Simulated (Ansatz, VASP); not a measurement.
# CdSe in VASP and in Ansatz

```
Cd Se
1.0
     0.00000    3.00760    3.00760
     3.00760    0.00000    3.00760
     3.00760    3.00760    0.00000
Cd Se
1 1
Direct
  0.00000 0.00000 0.00000
  0.25000 0.25000 0.25000
```

Alike in both runs: task single point; functional PBEsol; k mesh 8 × 8 × 8; occupations fermi-dirac, width 0.05 eV; non-collinear spin, spin-orbit coupling.

|  | VASP | Ansatz |
| --- | --- | --- |
| version | VASP 6.6.1 | Ansatz 0.2.0 |
| potentials or method | VASP PAW PBE potentials, release 64 (Cd, Se) | Ansatz PAW |
| plane-wave cutoff (eV) | 520 | 420 |
| valence electrons in the cell | 18 | 36 |

VASP gave:

```
pressure (GPa) : 2.2
```

Q: What did Ansatz give for the same quantities?

A: Pressure (GPa): 1.8.

VASP's potentials were made for PBE, not for PBEsol. VASP's potentials hold 18 valence electrons a cell and Ansatz's 36, so a difference there can come from the potentials and not from the codes.
